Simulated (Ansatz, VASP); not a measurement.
# RbReB2 in VASP and in Ansatz

The input INCAR:

```
SYSTEM = RbReB2
PREC     = Accurate       ! precision mode
ENCUT    = 520            ! plane-wave cutoff, eV
EDIFF    = 1E-6           ! SCF threshold, eV
ISMEAR   = 0              ! smearing method
SIGMA    = 0.1            ! smearing width, eV
LREAL    = .False.        ! projectors in reciprocal space
LASPH    = .True.         ! aspherical terms in the spheres
NELM     = 80             ! most SCF steps
ALGO     = Normal         ! electronic algorithm
ISIF     = 2              ! what is computed and relaxed
LWAVE    = .False.        ! write WAVECAR
LCHARG   = .False.        ! write CHGCAR
GGA      = PE             ! functional
NBANDS   = 19             ! bands
```

File KPOINTS:

```
Automatic mesh
0
Gamma
  6 6 4
  0 0 0
```

POSCAR

```
RbReB2
1.0
    2.5031259900     -2.5319380100      0.0000000000
    2.5031259900      2.5319380100      0.0000000000
    0.0000000000      0.0000000000      5.9412274400
Rb Re B
1 1 2
Direct
    0.5000000000      0.5000000000      0.0000000000
    0.5000000000      0.5000000000      0.5000000000
    0.0000000000      0.0000000000      0.5000000000
    0.0000000000      0.0000000000      0.0000000000
```

Input for Ansatz:

```yaml
crystal:
  lattice:
    - [2.50312599, -2.53193801, 0.0]
    - [2.50312599, 2.53193801, 0.0]
    - [0.0, 0.0, 5.94122744]
  atoms:
    - { symbol: Rb, position: [0.5, 0.5, 0.0] }
    - { symbol: Re, position: [0.5, 0.5, 0.5] }
    - { symbol: B, position: [0.0, 0.0, 0.5] }
    - { symbol: B, position: [0.0, 0.0, 0.0] }
basis:
  ecutwfc: 420
kpoints:
  mp_grid: { grid: [6, 6, 4] }
hamiltonian:
  xc: pbe
scf:
  occupations: { method: gaussian, width: 0.1 }
  lower_state_search: "off"
output:
  forces: true
  stress: true
  eigenvalues: true
```

Alike in both runs: task single point; functional PBE; k mesh 6 × 6 × 4; occupations gaussian, width 0.1 eV; no spin polarisation.

|  | VASP | Ansatz |
| --- | --- | --- |
| version | VASP 6.6.1 | Ansatz 0.2.0 |
| potentials or method | VASP PAW PBE potentials, release 64 (Rb_sv, Re, B), cutoff 520 eV | scalar-relativistic, plane waves, PAW |
| valence electrons in the cell | 22 | 30 |

VASP gave:

- gap on the k mesh at the Fermi level (eV): none
- pressure (GPa): -9.0
- traceless stress, the component that is largest in VASP (GPa): 9.25

Which values does Ansatz return?

gap on the k mesh at the Fermi level (eV): none; pressure (GPa): -9.1; traceless stress, the component that is largest in VASP (GPa): 9.41.

A gap of «none» marks a metal or a gap that the smearing closes. The functional is the same, so the differences come from potentials, cutoffs and numerics. VASP's potentials hold 22 valence electrons a cell and Ansatz's 30, so a difference there can come from the potentials and not from the codes.

Neither program's run includes spin-orbit coupling.
